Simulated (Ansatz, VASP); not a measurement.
## SnTe in VASP and in Ansatz

```
CELL_PARAMETERS angstrom
0.00000 3.09206 3.09206
3.09206 0.00000 3.09206
3.09206 3.09206 0.00000
ATOMIC_POSITIONS crystal
Sn 0.00000 0.00000 0.00000
Te 0.50000 0.50000 0.50000
```

Change from the starting cell: volume scaled by 0.94, crystal datasets.

Alike in both runs: task electric field gradients; functional LDA; k mesh 11 × 11 × 11; occupations fermi-dirac, width 0.08 eV; no spin polarisation.

|  | VASP | Ansatz |
| --- | --- | --- |
| version | VASP 6.6.1 | Ansatz 0.2.0 |
| potentials or method | VASP PAW LDA potentials, release 64 (Sn_d, Te), cutoff 520 eV | all-electron PAW with datasets made for the crystal, scalar-relativistic |

VASP gave:

- pressure (GPa): 1.4

Q: What did Ansatz give for the same quantities?

A: Pressure (GPa): 1.3.

LDA's correlation is that of Perdew and Zunger in VASP and of Perdew and Wang (1992) in Ansatz. Ansatz ran all-electron here, and VASP with PAW potentials.

Neither program's run includes spin-orbit coupling.
